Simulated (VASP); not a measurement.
# Au (Fm-3m) in VASP: notebook

The runs below take Au through single point, with LDA.

Everything below comes from runs of VASP 6.6.1. Logs are shortened: lines on timing, memory, paths and dates and some standing lists are left out, and cuts for length are marked.

### 1 The cell of the first run

The structure is cubic, space group Fm-3m (No. 225). The conventional cell has a = 4.046 Å, b = 4.046 Å, c = 4.046 Å, α = 90.00°, β = 90.00°, γ = 90.00°. Within 3.8 Å of Au (site symmetry m-3m) lie 12 Au at 2.86 Å.

### 2 Single point, LDA

The input, INCAR:

```
SYSTEM = Au
  PREC = Accurate
  ENCUT = 520
  EDIFF = 1E-6
  ISMEAR = 1
  SIGMA = 0.01
  LREAL = .False.
  LASPH = .True.
  NELM = 80
  ALGO = Normal
  ISIF = 2
  LWAVE = .False.
  LCHARG = .True.
  LELF = .True.
  LVHAR = .True.
  NBANDS = 12
```

The input, KPOINTS:

```
regular mesh
0
Gamma
  13 13 13
  0 0 0
```

The input, POSCAR:

```
Au
1.0
    0.0000000000      2.0229622709      2.0229622709
    2.0229622709      0.0000000000      2.0229622709
    2.0229622709      2.0229622709      0.0000000000
Au
1
Direct
    0.0000000000      0.0000000000      0.0000000000
```

Potentials or basis: VASP PAW LDA potentials, release 64 (Au).

Launch:

```bash
$ cat potpaw_LDA.64/Au/POTCAR > POTCAR
$ mpirun -np 1 vasp_std > vasp.out
```

OUTCAR:

```text
SYSTEM = Au
   PREC = Accurate
   ENCUT = 520
   EDIFF = 1E-6
   ISMEAR = 1
   LREAL = .False.
   LASPH = .True.
   NELM = 80
   ISIF = 2

 ion  position               nearest neighbor table
   1  0.000  0.000  0.000-

  LATTYP: Found a face centered cubic cell.
 ALAT       =     4.0459245418

  Lattice vectors:

 A1 = (   0.0000000000,   2.0229622709,   2.0229622709)
 A2 = (   2.0229622709,   0.0000000000,   2.0229622709)
 A3 = (   2.0229622709,   2.0229622709,   0.0000000000)

Analysis of symmetry for initial positions (statically):
=====================================================================
 Subroutine PRICEL returns:
 Original cell was already a primitive cell.

 Routine SETGRP: Setting up the symmetry group for a
 face centered cubic supercell.

 Subroutine GETGRP returns: Found 48 space group operations
 (whereof 48 operations were pure point group operations)
 out of a pool of 48 trial point group operations.

The static configuration has the point symmetry O_h .

Analysis of symmetry for dynamics (positions and initial velocities):
=====================================================================
 Subroutine PRICEL returns:
 Original cell was already a primitive cell.

 Routine SETGRP: Setting up the symmetry group for a
 face centered cubic supercell.

 Subroutine GETGRP returns: Found 48 space group operations
 (whereof 48 operations were pure point group operations)
 out of a pool of 48 trial point group operations.

The dynamic configuration has the point symmetry O_h .

 Subroutine INISYM returns: Found 48 space group operations
 (whereof 48 operations are pure point group operations),
 and found     1 'primitive' translations

----------------------------------------------------------------------------------------

                                     Primitive cell

  volume of cell :      16.5574

  direct lattice vectors                    reciprocal lattice vectors
     0.000000000  2.022962271  2.022962271    -0.247162296  0.247162296  0.247162296
     2.022962271  0.000000000  2.022962271     0.247162296 -0.247162296  0.247162296
     2.022962271  2.022962271  0.000000000     0.247162296  0.247162296 -0.247162296

  length of vectors
     2.860900680  2.860900680  2.860900680     0.428097655  0.428097655  0.428097655

  position of ions in fractional coordinates (direct lattice)
     0.000000000  0.000000000  0.000000000

  ion indices of the primitive-cell ions
   primitive index   ion index
                 1           1

----------------------------------------------------------------------------------------

 KPOINTS: regular mesh

Automatic generation of k-mesh.
 Grid dimensions read from file:
 generate k-points for:   13   13   13

 Generating k-lattice:

  Cartesian coordinates                     Fractional coordinates (reciprocal lattice)
    -0.019012484  0.019012484  0.019012484     0.076923077  0.000000000  0.000000000
     0.019012484 -0.019012484  0.019012484     0.000000000  0.076923077  0.000000000
     0.019012484  0.019012484 -0.019012484     0.000000000  0.000000000  0.076923077

  Length of vectors
     0.032930589  0.032930589  0.032930589

  Shift w.r.t. Gamma in fractional coordinates (k-lattice)
     0.000000000  0.000000000  0.000000000

 Subroutine IBZKPT returns following result:
 ===========================================

 Found     84 irreducible k-points:

 Following reciprocal coordinates:
            Coordinates               Weight
  0.000000  0.000000  0.000000      1.000000
  0.076923  0.000000  0.000000      8.000000
  0.153846  0.000000  0.000000      8.000000
  0.230769  0.000000  0.000000      8.000000
  0.307692  0.000000  0.000000      8.000000
  0.384615  0.000000  0.000000      8.000000
[... 16 lines left out ...]
  0.384615  0.153846  0.000000     24.000000
  0.461538  0.153846  0.000000     24.000000
 [... further k-points ...]
   k-points           NKPTS =     84   k-points in BZ     NKDIM =     84   number of bands    NBANDS=     12
   number of dos      NEDOS =    301   number of ions     NIONS =      1
   total plane-waves  NPLWV =  13824
   dimension x,y,z NGX =    24 NGY =   24 NGZ =   24
   dimension x,y,z NGXF=    48 NGYF=   48 NGZF=   48
   ions per type =               1
   NGX,Y,Z   is equivalent  to a cutoff of  13.95, 13.95, 13.95 a.u.
   NGXF,Y,Z  is equivalent  to a cutoff of  27.89, 27.89, 27.89 a.u.
 SYSTEM =  Au
   PREC   = accura    normal or accurate (medium, high low for compatibility)
   ISTART =      0    job   : 0-new  1-cont  2-samecut
   ICHARG =      2    charge: 1-file 2-atom 10-const
   ISPIN  =      1    spin polarized calculation?
   LNONCOLLINEAR =      F non collinear calculations
   LSORBIT =      F    spin-orbit coupling
   LASPH  =      T    aspherical Exc in radial PAW
   ENCUT  =  520.0 eV  38.22 Ry    6.18 a.u.   5.32  5.32  5.32*2*pi/ulx,y,z
   NELM   =     80;   NELMIN=  2; NELMDL= -5     # of ELM steps
   EDIFF  = 0.1E-05   stopping-criterion for ELM
   LREAL  =      F    real-space projection
   EDIFFG = 0.1E-04   stopping-criterion for IOM
   NSW    =      0    number of steps for IOM
   IBRION =     -1    ionic relax: 0-MD 1-quasi-New 2-CG
   NFREE  =      0    steps in history (QN), initial steepest desc. (CG)
   ISIF   =      2    stress and relaxation
   ISYM   =      2    0-nonsym 1-usesym 2-fastsym
   POTIM  = 0.5000    time-step for ionic-motion
   TEBEG  =    0.0;   TEEND  =   0.0 temperature during run
   PSTRESS=    0.0 pullay stress
   NELECT =      11.0000    total number of electrons
   NUPDOWN=      -1.0000    fix difference up-down
   EMIN   =  10.00;   EMAX   =-10.00  energy-range for DOS
   EFERMI =   0.00;   METHOD = LEGACY
   ISMEAR =     1;   SIGMA  =   0.01  broadening in eV -4-tet -1-fermi 0-gaus
   EFERMI_NEDOS =   21; number of points for ismear=-14 and -15
   IALGO  =     38    algorithm
   IMIX   =      4    mixing-type and parameters
     AMIX     =   0.40;   BMIX     =  1.00
     AMIX_MAG =   1.60;   BMIX_MAG =  1.00
  volume/ion in A,a.u.               =      16.56       111.74
  Fermi-wavevector in a.u.,A,eV,Ry     =   1.428481  2.699439 27.763495  2.040559
  Thomas-Fermi vector in A             =   2.548539
   LORBIT       =      0    0 simple, 1 ext, 2 COOP (PROOUT), +10 PAW based schemes
   GGA     = CA    functional components
   LHFCALC =     F    Hartree Fock is set to
   AEXX    =    0.0000 exact exchange contribution
   IVDW    =     0    specifies the selected vdW correction
   LEPSILON=     F    determine dielectric tensor
   LRPA    =     F    only Hartree local field effects (RPA)
 non-spin polarized calculation
 Methfessel and Paxton  Order N= 1 SIGMA  =   0.01
  energy-cutoff  :      520.00
  volume of cell :       16.56
 maximum number of plane-waves:       459
 NGX is ok and might be reduce to    24
   NGX = 11   NGY = 11   NGZ = 11

 number of electron      10.9999999 magnetization

 Free energy of the ion-electron system (eV)
  ---------------------------------------------------
  ext. energy  EPLUGINS =         0.00000000
  ---------------------------------------------------
  free energy    TOTEN  =        -4.44832845 eV

  energy without entropy =       -4.44833584  energy(sigma->0) =       -4.44833092

 E-fermi :   9.8144     XC(G=0): -13.1519

 val. band max:        9.8064999209   @ k =   0.4615   0.3846   0.0000
 cond. band min:       9.8347559825   @ k =   0.4615   0.3077   0.0000
 fundamental gap:      0.0282560616
 Fermi energy:         9.8143520767

 k-point     1 :       0.0000    0.0000    0.0000
  band No.  band energies     occupation
      1      -0.4430      2.00000
      2       4.9042      2.00000
      3       4.9042      2.00000
      4       4.9042      2.00000
      5       6.5215      2.00000
      6       6.5215      2.00000
      7      24.2239      0.00000
      8      28.3439      0.00000
      9      28.3439      0.00000
     10      28.3439      0.00000
     11      33.4687      0.00000
     12      38.3710      0.00000

 k-point     2 :       0.0769    0.0000    0.0000
  band No.  band energies     occupation
      1      -0.2316      2.00000
      2       4.8338      2.00000
      3       4.9777      2.00000
      4       4.9777      2.00000
      5       6.4884      2.00000
      6       6.4884      2.00000
      7      24.4815      0.00000
      8      27.1254      0.00000
      9      28.6085      0.00000
     10      28.6085      0.00000
     11      34.3567      0.00000
     12      36.4269      0.00000

 k-point     3 :       0.1538    0.0000    0.0000
  band No.  band energies     occupation
      1       0.3662      2.00000
      2       4.6878      2.00000
      3       5.1387      2.00000
      4       5.1387      2.00000
      5       6.4556      2.00000
      6       6.4556      2.00000
      7      24.4842      0.00000
      8      25.3656      0.00000
      9      29.3151      0.00000
     10      29.3151      0.00000
     11      32.7205      0.00000
     12      35.0438      0.00000
[... 286 lines left out ...]
 k-point    23 :       0.3846    0.1538    0.0000
  band No.  band energies     occupation
      1       2.5902      2.00000
      2       4.5028      2.00000
      3       4.8639      2.00000
      4       5.5873      2.00000
      5       7.6098      2.00000
      6       7.9029      2.00000
      7      18.0892      0.00000
      8      24.9545      0.00000
      9      25.3980      0.00000
     10      27.1368      0.00000
     11      33.5487      0.00000
     12      34.6242      0.00000

 k-point    24 :       0.4615    0.1538    0.0000
  band No.  band energies     occupation
      1       2.7001      2.00000
      2       4.5717      2.00000
      3       5.3988      2.00000
      4       5.4453      2.00000
      5       7.8292      2.00000
      6       9.4414      2.00000
      7      15.1204      0.00000
      8      24.0776      0.00000
      9      25.2569      0.00000
     10      26.1487      0.00000
     11      34.9381      0.00000
     12      36.0034      0.00000

 [... further k-points ...]
[... 5 lines left out ...]
  --------------------------------------------------------------------------------------
  -------------------------------------------------------------------------------------
  Total        0.0348679      0.0348679      0.0348679      0.0000000      0.0000000     -0.0000000
  in kB        3.3739878      3.3739878      3.3739878      0.0000000      0.0000000     -0.0000000
  external PRESSURE =       3.3739878 kB  Pullay stress =       0.0000000 kB

 VOLUME and BASIS-vectors are now :
 -----------------------------------------------------------------------------
  energy-cutoff  :      520.00
  volume of cell :       16.56
      direct lattice vectors                 reciprocal lattice vectors
     0.000000000  2.022962271  2.022962271    -0.247162296  0.247162296  0.247162296
     2.022962271  0.000000000  2.022962271     0.247162296 -0.247162296  0.247162296
     2.022962271  2.022962271  0.000000000     0.247162296  0.247162296 -0.247162296

 POSITION                                       TOTAL-FORCE (eV/Angst)
 -----------------------------------------------------------------------------------
      0.00000      0.00000      0.00000         0.000000      0.000000     -0.000000
 -----------------------------------------------------------------------------------
    total drift:                               -0.000000      0.000000     -0.000000

  FREE ENERGIE OF THE ION-ELECTRON SYSTEM (eV)
  ---------------------------------------------------
  free  energy   TOTEN  =        -4.4483284528 eV

  energy  without entropy=       -4.4483358432  energy(sigma->0) =       -4.44833092
```

Wall time 16 s (1 thread of Intel Xeon 8259CL, shared host); peak memory 0.14 GiB.

Results:

```yaml
Free_energy: -4.4483 eV
Pressure: 0.3 GPa
```

Levels at points of the mesh, in eV from the Fermi level:
```csv
k point,band 2,band 3,band 4,band 5,band 6,band 7,band 8,band 9,band 10,band 11
"(0.00, 0.00, 0.00)",-4.91,-4.91,-4.91,-3.29,-3.29,14.41,18.53,18.53,18.53,23.65
```

Caveat: spin-orbit coupling is left out, which moves the levels of the heavy elements.

### 3 Single point, LDA

The input, INCAR:

```
SYSTEM = Au
PREC = Accurate ; ENCUT = 520
EDIFF = 1E-6 ; ISMEAR = 1
SIGMA = 0.03 ; LREAL = .False.
LASPH = .True. ; NELM = 60
ALGO = Normal ; ISIF = 2
LWAVE = .False. ; LCHARG = .False.
NBANDS = 12
```

The input, KPOINTS:

```
Automatic mesh
0
Gamma
  13 13 13
  0 0 0
```

POSCAR is that of step 2.

Potentials or basis: VASP PAW LDA potentials, release 64 (Au).

Launch:

```bash
$ cat potpaw_LDA.64/Au/POTCAR > POTCAR
$ mpirun -np 1 vasp_std > vasp.out
```

Run time: 16 s. Hardware: 1 thread of Intel Xeon 8259CL, shared host; peak memory 0.14 GiB.

The run converged. Its results:

| Property | Result |
| --- | --- |
| Free energy | -4.4483 eV |
| Pressure | 0.4 GPa |

Levels at points of the mesh, in eV from the Fermi level:
| k point | band 2 | band 3 | band 4 | band 5 | band 6 | band 7 | band 8 | band 9 | band 10 | band 11 |
| --- | --- | --- | --- | --- | --- | --- | --- | --- | --- | --- |
| (0.00, 0.00, 0.00) | -4.92 | -4.92 | -4.92 | -3.30 | -3.30 | 14.40 | 18.52 | 18.52 | 18.52 | 23.65 |

Caveat: spin-orbit coupling is left out, which moves the levels of the heavy elements.

### 4 Single point, LDA

The input, INCAR:

```
SYSTEM = Au
  PREC = Accurate
  ENCUT = 520
  EDIFF = 1E-7
  ISMEAR = 1
  SIGMA = 0.2
  LREAL = .FALSE.
  LASPH = .TRUE.
  NELM = 100
  ALGO = Normal
  ISIF = 2
  LWAVE = .FALSE.
  LCHARG = .FALSE.
  NBANDS = 12
```

The input, KPOINTS:

```
regular mesh
0
G
  13 13 13
  0 0 0
```

POSCAR is that of step 3.

Launch:

```bash
$ cat potpaw_LDA.64/Au/POTCAR > POTCAR
$ mpirun -np 1 vasp_std > vasp.out
```

It took 18 s on 1 thread of Intel Xeon 8259CL, shared host; peak memory 0.14 GiB.

It converged, with:

```
Free energy : -4.4490 eV
Pressure    : 0.4 GPa
```

Levels at points of the mesh, in eV from the Fermi level:
| k point | band 2 | band 3 | band 4 | band 5 | band 6 | band 7 | band 8 | band 9 | band 10 | band 11 |
| --- | --- | --- | --- | --- | --- | --- | --- | --- | --- | --- |
| (0.00, 0.00, 0.00) | -4.94 | -4.94 | -4.94 | -3.32 | -3.32 | 14.38 | 18.50 | 18.50 | 18.50 | 23.62 |

Caveat: spin-orbit coupling is left out, which moves the levels of the heavy elements.

### 5 The runs side by side

```csv
smearing,gap on the mesh (eV),pressure (GPa)
methfessel-paxton 0.01 eV,none,0.3
methfessel-paxton 0.03 eV,none,0.4
methfessel-paxton 0.2 eV,none,0.4
```

Alike in all rows: task single point; level LDA; potentials or basis VASP PAW LDA potentials, release 64 (Au); no spin polarisation; cell as given; k mesh 13 × 13 × 13; cutoff (eV) 520.

Every run on the cell as given and a fine mesh finds a metal.

Caveats: spin-orbit coupling is left out, which moves the levels of the heavy elements.

Total energies depend on the potentials used, so only differences within one code and one set of settings carry meaning.
